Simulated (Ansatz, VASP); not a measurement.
**Two plane-wave programs on TaN**

```
CELL_PARAMETERS angstrom
2.93615 0.00000 0.00000
-1.46808 2.54278 0.00000
0.00000 0.00000 5.76924
ATOMIC_POSITIONS crystal
Ta 0.33333 0.66667 0.25000
Ta 0.33333 0.66667 0.75000
N 0.00000 0.00000 0.00000
N 0.00000 0.00000 0.50000
```

Alike in both runs: task single point; functional r2SCAN; k mesh 12 × 12 × 6; occupations gaussian, width 0.15 eV; no spin polarisation.

```csv
,VASP,Ansatz
version,VASP 6.6.1,Ansatz 0.2.0
potentials or method,"VASP PAW PBE potentials, release 64 (Ta_pv, N), cutoff 520 eV","scalar-relativistic, plane waves, PAW"
valence electrons in the cell,32,36
```

```tsv
	VASP	Ansatz	Ansatz less VASP
gap on the k mesh at the Fermi level (eV)	none	none	-
pressure (GPa)	1.6	0.0	-1.63
traceless stress, the component that is largest in VASP (GPa)	0.17	0.01	-0.159
```

VASP's potentials were made for PBE, not for r2SCAN. A gap of «none» marks a metal or a gap that the smearing closes. With one functional, cell and mesh, what is left measures potentials, basis and numerics. VASP's potentials hold 32 valence electrons a cell and Ansatz's 36, so a difference there can come from the potentials and not from the codes.

Spin-orbit coupling is off throughout.
